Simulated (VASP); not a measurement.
Set up this calculation in VASP 6.6.1, as the native input.

```yaml
Task: electric field gradients
Functional: LDA
Potentials_or_basis: VASP PAW LDA potentials, release 64 (Li_sv, Pt)
Cutoff: 520 eV
k_mesh: 9 × 9 × 12
Occupations: fermi-dirac, width 0.03 eV
Spin: no spin polarisation
Dipole_correction: no
Further_INCAR_settings: ALGO = Normal; EDIFF = 1e-08; NBANDS = 15
```

The structure of Li2Pt lies in POSCAR:

```
Li2Pt
1.0
    4.1294244976      0.0000000000      0.0000000000
   -2.0647122488      3.5761865180      0.0000000000
    0.0000000000      0.0000000000      2.6250361319
Li Pt
2 1
Direct
    0.3333333333      0.6666666667      0.5000000000
    0.6666666667      0.3333333333      0.5000000000
    0.0000000000      0.0000000000      0.0000000000
```

This cell differs from its parent crystal: volume scaled by 0.96.

These files were run (other wordings do the same):

INCAR

```
SYSTEM = Li2Pt
ALGO = Normal ; EDIFF = 1E-8
ENCUT = 520 ; GGA = CA
ISIF = 2 ; ISMEAR = -1
LASPH = .TRUE. ; LCHARG = .FALSE.
LEFG = .TRUE. ; LREAL = .FALSE.
LWAVE = .FALSE. ; NBANDS = 15
NELM = 80 ; PREC = Accurate
SIGMA = 0.03
```

KPOINTS

```
k-points
0
G
  9 9 12
  0 0 0
```

Potentials or basis: VASP PAW LDA potentials, release 64 (Li_sv, Pt).

Run with:

```console
$ cat potpaw_LDA.64/Li_sv/POTCAR potpaw_LDA.64/Pt/POTCAR > POTCAR
$ mpirun -np 1 vasp_std > vasp.out
```

Results of the run:

* Band gap on the k mesh: zero (band 8 reaches 6.59 eV, above the bottom of band 9 at 4.76 eV)

Caveat: without QUAD_EFG the Cq values of the log hold for a quadrupole moment of 1 mb, not for the nuclei; spin-orbit coupling is left out, which moves the levels of the heavy elements.

It took 40 s on 1 thread of Intel(R) Xeon(R) Platinum 8375C CPU @ 2.90GHz (Ice Lake), on a shared host, peak memory 0.17 GiB.
